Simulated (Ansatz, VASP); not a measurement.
Two plane-wave programs on CuO

INCAR

```
SYSTEM = CuO
ALGO = Normal
EDIFF = 1E-6
ENCUT = 520
GGA = PE
ISIF = 2
ISMEAR = 0
LASPH = .TRUE.
LCHARG = .TRUE.
LELF = .TRUE.
LREAL = .FALSE.
LVHAR = .TRUE.
LWAVE = .FALSE.
NBANDS = 25
NELM = 80
PREC = Accurate
SIGMA = 0.1
```

Contents of KPOINTS:

```
k-points
0
G
  6 6 4
  0 0 0
```

Contents of POSCAR:

```
CuO
1.0
    2.3446500000     -1.7134000000      0.0000000000
    2.3446500000      1.7134000000      0.0000000000
   -0.8605500000      0.0000000000      5.0594400000
Cu O
2 2
Direct
    0.0032000000      0.4968000000      0.0000000000
    0.4968000000      0.0032000000      0.5000000000
    0.5714000000      0.4056000000      0.2537000000
    0.4056000000      0.5714000000      0.7537000000
```

Input for Ansatz:

```yaml
crystal:
  lattice:
    - [2.34465, -1.7134, 0.0]
    - [2.34465, 1.7134, 0.0]
    - [-0.86055, 0.0, 5.05944]
  atoms:
    - { symbol: Cu, position: [0.0032, 0.4968, 0.0] }
    - { symbol: Cu, position: [0.4968, 0.0032, 0.5] }
    - { symbol: O, position: [0.5714, 0.4056, 0.2537] }
    - { symbol: O, position: [0.4056, 0.5714, 0.7537] }
basis:
  ecutwfc: 420
kpoints:
  mp_grid: { grid: [6, 6, 4] }
hamiltonian:
  xc: pbe
scf:
  occupations: { method: gaussian, width: 0.1 }
output:
  forces: true
  stress: true
  eigenvalues: true
```

Alike in both runs: task single point; functional PBE; k mesh 6 × 6 × 4; occupations gaussian, width 0.1 eV; no spin polarisation.

|  | VASP | Ansatz |
| --- | --- | --- |
| version | VASP 6.6.1 | Ansatz 0.2.0 |
| potentials or method | VASP PAW PBE potentials, release 64 (Cu, O), cutoff 520 eV | scalar-relativistic, plane waves, PAW |
| valence electrons in the cell | 34 | 50 |

|  | VASP | Ansatz | Ansatz less VASP |
| --- | --- | --- | --- |
| gap on the k mesh at the Fermi level (eV) | none | none | - |
| pressure (GPa) | 6.5 | 5.7 | -0.72 |
| traceless stress, the component that is largest in VASP (GPa) | -1.82 | -1.73 | +0.089 |
| rms of the force components (eV/Å) | 0.439 | 0.428 | -0.0107 |

Atom by atom the forces differ by 0.024 eV/Å (rms over components). A gap of «none» marks a metal or a gap that the smearing closes. VASP's potentials hold 34 valence electrons a cell and Ansatz's 50, so a difference there can come from the potentials and not from the codes.

The k mesh is coarse, so the values compare programs but aren't converged.
